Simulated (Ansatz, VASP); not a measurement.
**One calculation of LiF, two programs**

```
Li F
1.0
     0.00000    2.03366    2.03366
     2.03366    0.00000    2.03366
     2.03366    2.03366    0.00000
Li F
1 1
Direct
  0.00000 0.00000 0.00000
  0.50000 0.50000 0.50000
```

Alike in both runs: functional PBE; k mesh 8 × 8 × 8; occupations gaussian, width 0.05 eV; no spin polarisation.

Ansatz relaxed the structure, and its values are those at the end. VASP's run is a single point on that final structure, the one shown.

|  | VASP | Ansatz |
| --- | --- | --- |
| version | VASP 6.6.1 | Ansatz 0.2.0 |
| potentials or method | VASP PAW PBE potentials, release 64 (Li_sv, F), cutoff 750 eV | PAW plane waves |
| valence electrons in the cell | 10 | 10 |

Ansatz gave:

* gap on the k mesh at the Fermi level (eV): 8.83
* pressure (GPa): 0.0

Task: What did VASP give for the same quantities?

Result: gap on the k mesh at the Fermi level (eV): 8.82; pressure (GPa): -0.7.
